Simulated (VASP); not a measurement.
# Zr8B15 (a cell with a defect) in VASP: a series of runs

Runs on Zr8B15 (a cell with a defect). Level: PBE. Tasks: single point.

All numbers are computed with VASP 6.6.1; they aren't measurements. Logs are shortened: lines on timing, memory, paths and dates and some standing lists are left out, and cuts for length are marked.

## 1. The cell of the first run

The cell holds a defect, 23 atoms: a = 6.390 Å, b = 6.390 Å, c = 7.122 Å, α = 90.00°, β = 90.00°, γ = 60.00°.

## 2. Single point, PBE

File INCAR:

```
SYSTEM = Zr8B15
ALGO = Normal ; EDIFF = 1E-7
ENCUT = 520 ; GGA = PE
ISIF = 2 ; ISMEAR = 1
LASPH = .True. ; LCHARG = .False.
LREAL = Auto ; LWAVE = .False.
NBANDS = 88 ; NELM = 100
PREC = Accurate ; SIGMA = 0.15
```

File KPOINTS:

```
k-points
0
Gamma
  3 3 2
  0 0 0
```

File POSCAR:

```
Zr8B15
1.0
    3.1949820000      5.5338680000      0.0000000000
   -3.1949820000      5.5338680000      0.0000000000
    0.0000000000      0.0000000000      7.1216840000
Zr B
8 15
Direct
    0.0012404922      0.0002586400     -0.0016503119
    0.0012421959      0.0002578398      0.5013706028
   -0.0035149233      0.5026359721     -0.0027788371
   -0.0035123467      0.5026344798      0.5025006726
    0.4979666126      0.0056736983      0.0014944499
    0.4979685035      0.0056743372      0.4982262622
    0.4979665662      0.4981189927      0.0014937478
    0.4979670647      0.4981154223      0.4982271047
    0.1622378002      0.1698644473      0.2498607071
    0.3280428641      0.3368582503      0.2498600050
    0.1672825783      0.1720979418      0.7498608475
    0.3302381305      0.3357602273      0.7498607071
    0.1622375849      0.6696570320      0.2498608475
    0.3295893370      0.8360848352      0.2498622517
    0.1672733838      0.6623763296      0.7498615496
    0.4080971272      0.7968342156      0.7498639367
    0.6670297075      0.1673646077      0.2498609879
    0.8320579504      0.3343984956      0.2498607071
    0.6672589796      0.1672499028      0.7498616900
    0.8431562189      0.3140490126      0.7498598646
    0.6638848498      0.6689371474      0.2498608475
    0.8320571954      0.8353025971      0.2498604263
    0.8431498681      0.8445517540      0.7498593029
```

Potentials or basis: VASP PAW PBE potentials, release 64 (Zr_sv, B).

Launch:

```console
$ cat potpaw_PBE.64/Zr_sv/POTCAR potpaw_PBE.64/B/POTCAR > POTCAR
$ mpirun -np 1 vasp_std > vasp.out
```

OUTCAR:

```text
SYSTEM = Zr8B15
   EDIFF = 1E-7
   ENCUT = 520
   GGA = PE
   ISIF = 2
   ISMEAR = 1
   LASPH = .True.
   LREAL = Auto
   NELM = 100
   PREC = Accurate

 ion  position               nearest neighbor table
   1  0.001  0.000  0.998-  20 2.48  23 2.48  14 2.55  19 2.56  13 2.56   9 2.56  22 2.57  18 2.57
                            11 2.57  15 2.57  17 2.57  16 2.86   7 3.19   5 3.19   3 3.20   3 3.20
   2  0.001  0.000  0.501-  20 2.48  23 2.48  14 2.55  19 2.56  13 2.56   9 2.56  22 2.57  18 2.57
                            11 2.57  15 2.57  17 2.57  16 2.86   8 3.19   6 3.19   4 3.20   4 3.20
   3  0.996  0.503  0.997-  15 2.54  11 2.54  12 2.55  10 2.57  21 2.57  18 2.57  22 2.57   9 2.57
                            13 2.57  20 2.59  23 2.59   5 3.19   7 3.19   1 3.20   1 3.20   7 3.20
   4  0.996  0.503  0.503-  15 2.54  11 2.54  12 2.55  10 2.57  21 2.57  18 2.57  22 2.57   9 2.57
                            13 2.57  23 2.59  20 2.59   8 3.19   6 3.19   2 3.20   2 3.20   6 3.20
   5  0.498  0.006  0.001-  16 2.47  17 2.55  10 2.55  22 2.56  12 2.56  11 2.56  19 2.56   9 2.57
                            21 2.57  14 2.57  23 2.62   7 3.15   3 3.19   1 3.19   1 3.20   3 3.20
   6  0.498  0.006  0.498-  16 2.47  17 2.55  10 2.55  22 2.56  12 2.56  11 2.56  19 2.56   9 2.57
                            21 2.57  14 2.57  23 2.62   8 3.15   4 3.19   2 3.19   2 3.20   4 3.20
   7  0.498  0.498  0.001-  16 2.47  17 2.55  10 2.55  18 2.56  12 2.56  15 2.56  19 2.56  13 2.57
                            21 2.57  14 2.57  20 2.62   5 3.15   3 3.19   1 3.19   1 3.20   3 3.20
   8  0.498  0.498  0.498-  16 2.47  17 2.55  10 2.55  18 2.56  12 2.56  15 2.56  19 2.56  13 2.57
                            21 2.57  14 2.57  20 2.62   6 3.15   4 3.19   2 3.19   2 3.20   4 3.20
   9  0.162  0.170  0.250-  18 1.83  10 1.84  14 1.85   2 2.56   1 2.56   5 2.57   6 2.57   4 2.57
[... 23 lines left out ...]
  21  0.664  0.669  0.250-  14 1.85  22 1.85  18 1.85   6 2.57   5 2.57   7 2.57   8 2.57   3 2.57
                             4 2.57
  22  0.832  0.835  0.250-  13 1.83  17 1.84  21 1.85   6 2.56   5 2.56   3 2.57   4 2.57   1 2.57
                             2 2.57
  23  0.843  0.845  0.750-  19 1.79  15 1.80   2 2.48   1 2.48   4 2.59   3 2.59   6 2.62   5 2.62

  LATTYP: Found a hexagonal cell.
 ALAT       =     6.3899612692
 C/A-ratio  =     1.1145112936

  Lattice vectors:

 A1 = (   3.1949820000,  -5.5338680000,   0.0000000000)
 A2 = (   3.1949820000,   5.5338680000,   0.0000000000)
 A3 = (   0.0000000000,   0.0000000000,   7.1216840000)

Analysis of symmetry for initial positions (statically):
=====================================================================
 Subroutine PRICEL returns:
 Original cell was already a primitive cell.

 Routine SETGRP: Setting up the symmetry group for a
 hexagonal supercell.

 Subroutine GETGRP returns: Found  2 space group operations
 (whereof  1 operations were pure point group operations)
 out of a pool of 24 trial point group operations.

The static configuration has the point symmetry C_1 .
 The point group associated with its full space group is C_1h.

Analysis of symmetry for dynamics (positions and initial velocities):
=====================================================================
 Subroutine PRICEL returns:
 Original cell was already a primitive cell.

 Routine SETGRP: Setting up the symmetry group for a
 hexagonal supercell.

 Subroutine GETGRP returns: Found  2 space group operations
 (whereof  1 operations were pure point group operations)
 out of a pool of 24 trial point group operations.

The dynamic configuration has the point symmetry C_1 .
 The point group associated with its full space group is C_1h.

 Subroutine INISYM returns: Found  2 space group operations
 (whereof  1 operations are pure point group operations),
 and found     1 'primitive' translations

----------------------------------------------------------------------------------------

                                     Primitive cell

  volume of cell :     251.8314

  direct lattice vectors                    reciprocal lattice vectors
     3.194982000  5.533868000  0.000000000     0.156495404  0.090352715  0.000000000
    -3.194982000  5.533868000  0.000000000    -0.156495404  0.090352715  0.000000000
     0.000000000  0.000000000  7.121684000     0.000000000  0.000000000  0.140416227

  length of vectors
     6.389961269  6.389961269  7.121684000     0.180705353  0.180705353  0.140416227

  position of ions in fractional coordinates (direct lattice)
     0.001240492  0.000258640  0.998349688
     0.001242196  0.000257840  0.501370603
     0.996485077  0.502635972  0.997221163
[... 59 lines left out ...]
    -0.052165135  0.030117572  0.000000000     0.000000000  0.333333333  0.000000000
     0.000000000  0.000000000  0.070208114     0.000000000  0.000000000  0.500000000

  Length of vectors
     0.060235118  0.060235118  0.070208114

  Shift w.r.t. Gamma in fractional coordinates (k-lattice)
     0.000000000  0.000000000  0.000000000

 Subroutine IBZKPT returns following result:
 ===========================================

 Found     10 irreducible k-points:

 Following reciprocal coordinates:
            Coordinates               Weight
  0.000000  0.000000  0.000000      1.000000
  0.333333  0.000000  0.000000      2.000000
  0.333333  0.333333  0.000000      2.000000
  0.000000  0.333333  0.000000      2.000000
 -0.333333  0.333333  0.000000      2.000000
  0.000000  0.000000  0.500000      1.000000
  0.333333  0.000000  0.500000      2.000000
  0.333333  0.333333  0.500000      2.000000
  0.000000  0.333333  0.500000      2.000000
 -0.333333  0.333333  0.500000      2.000000
   k-points           NKPTS =     10   k-points in BZ     NKDIM =     10   number of bands    NBANDS=     88
   number of dos      NEDOS =    301   number of ions     NIONS =     23
   total plane-waves  NPLWV = 124416
   dimension x,y,z NGX =    48 NGY =   48 NGZ =   54
   dimension x,y,z NGXF=    96 NGYF=   96 NGZF=  108
   ions per type =               8  15
   NGX,Y,Z   is equivalent  to a cutoff of  12.49, 12.49, 12.61 a.u.
   NGXF,Y,Z  is equivalent  to a cutoff of  24.98, 24.98, 25.21 a.u.
 SYSTEM =  Zr8B15
   PREC   = accura    normal or accurate (medium, high low for compatibility)
   ISTART =      0    job   : 0-new  1-cont  2-samecut
   ICHARG =      2    charge: 1-file 2-atom 10-const
   ISPIN  =      1    spin polarized calculation?
   LNONCOLLINEAR =      F non collinear calculations
   LSORBIT =      F    spin-orbit coupling
   LASPH  =      T    aspherical Exc in radial PAW
   ENCUT  =  520.0 eV  38.22 Ry    6.18 a.u.  11.88 11.88 13.24*2*pi/ulx,y,z
   NELM   =    100;   NELMIN=  2; NELMDL= -5     # of ELM steps
   EDIFF  = 0.1E-06   stopping-criterion for ELM
   LREAL  =      T    real-space projection
   EDIFFG = 0.1E-05   stopping-criterion for IOM
   NSW    =      0    number of steps for IOM
   IBRION =     -1    ionic relax: 0-MD 1-quasi-New 2-CG
   NFREE  =      0    steps in history (QN), initial steepest desc. (CG)
   ISIF   =      2    stress and relaxation
   ISYM   =      2    0-nonsym 1-usesym 2-fastsym
   POTIM  = 0.5000    time-step for ionic-motion
   TEBEG  =    0.0;   TEEND  =   0.0 temperature during run
   PSTRESS=    0.0 pullay stress
   NELECT =     141.0000    total number of electrons
   NUPDOWN=      -1.0000    fix difference up-down
   EMIN   =  10.00;   EMAX   =-10.00  energy-range for DOS
   EFERMI =   0.00;   METHOD = LEGACY
   ISMEAR =     1;   SIGMA  =   0.15  broadening in eV -4-tet -1-fermi 0-gaus
   EFERMI_NEDOS =   21; number of points for ismear=-14 and -15
   IALGO  =     38    algorithm
   IMIX   =      4    mixing-type and parameters
     AMIX     =   0.40;   BMIX     =  1.00
     AMIX_MAG =   1.60;   BMIX_MAG =  1.00
  volume/ion in A,a.u.               =      10.95        73.89
  Fermi-wavevector in a.u.,A,eV,Ry     =   1.349308  2.549823 24.771219  1.820633
  Thomas-Fermi vector in A             =   2.476906
   LORBIT       =      0    0 simple, 1 ext, 2 COOP (PROOUT), +10 PAW based schemes
   GGA     = PE    functional components
   LHFCALC =     F    Hartree Fock is set to
   AEXX    =    0.0000 exact exchange contribution
   IVDW    =     0    specifies the selected vdW correction
   LEPSILON=     F    determine dielectric tensor
   LRPA    =     F    only Hartree local field effects (RPA)
 non-spin polarized calculation
 Methfessel and Paxton  Order N= 1 SIGMA  =   0.15
  energy-cutoff  :      520.00
  volume of cell :      251.83
 maximum number of plane-waves:      6810
   NGX = 23   NGY = 23   NGZ = 27

 number of electron     141.0000001 magnetization

 Free energy of the ion-electron system (eV)
  ---------------------------------------------------
  ext. energy  EPLUGINS =         0.00000000
  ---------------------------------------------------
  free energy    TOTEN  =      -188.30574487 eV

  energy without entropy =     -188.33374459  energy(sigma->0) =     -188.31507811

 E-fermi :   9.5644     XC(G=0): -12.1936

 val. band max:        9.5016961424   @ k =   0.3333   0.0000   0.5000
 cond. band min:       9.5977178565   @ k =   0.0000   0.0000   0.5000
 fundamental gap:      0.0960217142
 Fermi energy:         9.5644411105

 k-point     1 :       0.0000    0.0000    0.0000
  band No.  band energies     occupation
      1     -38.7486      2.00000
      2     -38.7319      2.00000
      3     -38.6733      2.00000
      4     -38.6578      2.00000
      5     -38.6060      2.00000
      6     -38.5902      2.00000
[... 839 lines left out ...]
     81      13.4420      0.00000
     82      13.4931      0.00000
 [bands above 82 left out]

------------------------ aborting loop because EDIFF is reached ----------------------------------------

  FORCE on cell =-STRESS in cart. coord.  units (eV):
  Direction    XX          YY          ZZ          XY          YZ          ZX
  --------------------------------------------------------------------------------------
  -------------------------------------------------------------------------------------
  Total       -6.9597427     -1.0282557     -7.2728391     -5.1379473      0.0000000      0.0000000
  in kB      -44.2785980     -6.5418683    -46.2705493    -32.6881486      0.0000000      0.0000000
  external PRESSURE =     -32.3636719 kB  Pullay stress =       0.0000000 kB

 VOLUME and BASIS-vectors are now :
 -----------------------------------------------------------------------------
  energy-cutoff  :      520.00
  volume of cell :      251.83
      direct lattice vectors                 reciprocal lattice vectors
     3.194982000  5.533868000  0.000000000     0.156495404  0.090352715  0.000000000
    -3.194982000  5.533868000  0.000000000    -0.156495404  0.090352715  0.000000000
     0.000000000  0.000000000  7.121684000     0.000000000  0.000000000  0.140416227

 POSITION                                       TOTAL-FORCE (eV/Angst)
 -----------------------------------------------------------------------------------
      0.00314      0.00830      7.10993         0.053962      0.031234      0.029277
      0.00315      0.00830      3.57060         0.053962      0.031234     -0.029277
      1.57784      8.29594      7.10189         0.085281      0.049960     -0.037996
      1.57785      8.29594      3.57865         0.085281      0.049960      0.037996
      1.57287      2.78708      0.01064         0.057358      0.025447     -0.007446
      1.57287      2.78709      3.54821         0.057358      0.025447      0.007446
[... 15 lines left out ...]
     -0.01037      9.22695      1.77943         0.032214      0.022526      0.000000
     -0.00448      9.33952      5.34026         0.143275      0.163796      0.000000
 -----------------------------------------------------------------------------------
    total drift:                                0.023787      0.011701     -0.032633

  FREE ENERGIE OF THE ION-ELECTRON SYSTEM (eV)
  ---------------------------------------------------
  free  energy   TOTEN  =      -188.3057448663 eV

  energy  without entropy=     -188.3337445871  energy(sigma->0) =     -188.31507811
```

It took 15 min on 1 thread of Intel Xeon 8259CL, shared host; peak memory 0.43 GiB.

Results:

- Free energy: -188.3057 eV
- Pressure: -3.2 GPa
- Largest force: 2.177 eV/Å
- Band gap on the k mesh: zero (an odd number of electrons rules out a gap without spin polarisation)

Forces on the atoms (eV/Å):
```
Zr   0.054  0.031  0.029
Zr   0.054  0.031 -0.029
Zr   0.085  0.050 -0.038
Zr   0.085  0.050  0.038
Zr   0.057  0.025 -0.007
Zr   0.057  0.025  0.007
Zr   0.051  0.037 -0.008
Zr   0.051  0.037  0.008
B    0.068  0.017  0.000
B    0.069  0.040  0.000
B    0.394 -0.052  0.000
B    0.069  0.040  0.000
B    0.048  0.052  0.000
B    0.009  0.005  0.000
B    0.152  0.367  0.000
B   -1.885 -1.089  0.000
B    0.032  0.018  0.000
B    0.036  0.016  0.000
B    0.085  0.048  0.000
B    0.214  0.043  0.000
B    0.039  0.023  0.000
B    0.032  0.023  0.000
B    0.143  0.164  0.000
```

Stress tensor (GPa, compression positive):
```
-4.43 -3.27  0.00
-3.27 -0.65  0.00
 0.00  0.00 -4.63
```

Levels at points of the mesh, in eV from the Fermi level:
| k point | band 66 | band 67 | band 68 | band 69 | band 70 | band 71 | band 72 | band 73 | band 74 | band 75 |
| --- | --- | --- | --- | --- | --- | --- | --- | --- | --- | --- |
| (0.00, 0.00, 0.00) | -1.46 | -1.41 | -1.35 | -0.47 | 0.47 | 0.93 | 1.19 | 1.21 | 1.24 | 1.36 |
| (0.00, 0.00, 0.50) | -1.63 | -1.63 | -0.87 | 0.03 | 0.10 | 0.55 | 0.76 | 1.67 | 1.68 | 1.70 |

Caveat: the k points lie up to 0.44 Å⁻¹ apart, too coarse for converged energies and pressures of a metal.

## 3. Single point, PBE

File INCAR:

```
PREC     = Accurate       # precision mode
ENCUT    = 520            # plane-wave cutoff, eV
EDIFF    = 1E-6           # SCF threshold, eV
ISMEAR   = 1              # smearing method
SIGMA    = 0.15           # smearing width, eV
LREAL    = Auto         
LASPH    = T              # aspherical terms in the spheres
NELM     = 80             # most SCF steps
ALGO     = Normal         # electronic algorithm
ISIF     = 2              # what is computed and relaxed
LWAVE    = F              # write WAVECAR
LCHARG   = F              # write CHGCAR
GGA      = PE             # functional
NBANDS   = 88             # bands
```

File KPOINTS:

```
regular mesh
0
Gamma
  3 3 2
```

File POSCAR:

```
Zr8B15
1.0
    3.1949820000      5.5338680000      0.0000000000
   -3.1949820000      5.5338680000      0.0000000000
    0.0000000000      0.0000000000      7.1216840000
Zr B
8 15
Direct
    0.0013935659      0.0002927772     -0.0027539835
    0.0013936320      0.0002925304      0.5025304408
   -0.0033573886      0.5026679974     -0.0016229308
   -0.0033568949      0.5026678651      0.5013995285
    0.4999148578      0.0048087821      0.0015181803
    0.4999151531      0.0048093904      0.4982581367
    0.4999148728      0.4972572679      0.0015167761
    0.4999142823      0.4972560514      0.4982601025
    0.1658263455      0.1685283952      0.2498890712
    0.3308527766      0.3355639142      0.2498880883
    0.1547262812      0.1888738914      0.7498885095
    0.3306210360      0.3356792805      0.7498883691
    0.1658264084      0.6676251665      0.2498880883
    0.3339990670      0.8339903032      0.2498892116
    0.1547206704      0.6583785940      0.7498882287
    0.5898719534      0.7060575845      0.7498887903
    0.6698404928      0.1660695795      0.2498880883
    0.8356447919      0.3330632437      0.2498882287
    0.6676407413      0.1671693771      0.7498889308
    0.8305963855      0.3308364495      0.7498879479
    0.6682926292      0.6668434818      0.2498886499
    0.8356446765      0.8332718932      0.2498879479
    0.8305876500      0.8405454526      0.7498887903
```

Potentials or basis: VASP PAW PBE potentials, release 64 (Zr_sv, B).

Launch:

```console
$ cat potpaw_PBE.64/Zr_sv/POTCAR potpaw_PBE.64/B/POTCAR > POTCAR
$ mpirun -np 1 vasp_std > vasp.out
```

Run time: 12 min. Hardware: 1 thread of Intel Xeon 8259CL, shared host; peak memory 0.41 GiB.

Results (log left out):

| Quantity | Value |
| --- | --- |
| Free energy | -188.3069 eV |
| Pressure | -3.2 GPa |
| Largest force | 2.177 eV/Å |
| Band gap on the k mesh | zero (an odd number of electrons rules out a gap without spin polarisation) |

Forces in eV/Å, atoms in the order of the input:
```
Zr  -0.085 -0.049 -0.037
Zr  -0.085 -0.049  0.037
Zr  -0.053 -0.030  0.030
Zr  -0.053 -0.030 -0.030
Zr  -0.050 -0.036 -0.007
Zr  -0.050 -0.036  0.007
Zr  -0.056 -0.025 -0.007
Zr  -0.056 -0.025  0.007
B   -0.036 -0.016  0.000
B   -0.032 -0.019  0.000
B   -0.215 -0.044  0.000
B   -0.085 -0.049  0.000
B   -0.032 -0.023  0.000
B   -0.039 -0.023  0.000
B   -0.146 -0.164  0.000
B    1.886  1.089  0.000
B   -0.070 -0.040  0.000
B   -0.069 -0.016  0.000
B   -0.069 -0.040  0.000
B   -0.395  0.052  0.000
B   -0.010 -0.006  0.000
B   -0.048 -0.052  0.000
B   -0.153 -0.368  0.000
```

Stress tensor (GPa, compression positive):
```
-4.42 -3.26  0.00
-3.26 -0.65  0.00
 0.00  0.00 -4.63
```

Levels at points of the mesh, in eV from the Fermi level:
```csv
k point,band 66,band 67,band 68,band 69,band 70,band 71,band 72,band 73,band 74,band 75
"(0.00, 0.00, 0.00)",-1.46,-1.41,-1.35,-0.47,0.47,0.93,1.19,1.21,1.24,1.36
"(0.00, 0.00, 0.50)",-1.63,-1.63,-0.87,0.03,0.10,0.55,0.76,1.67,1.68,1.70
```

Caveat: the k points lie up to 0.44 Å⁻¹ apart, too coarse for converged energies and pressures of a metal.
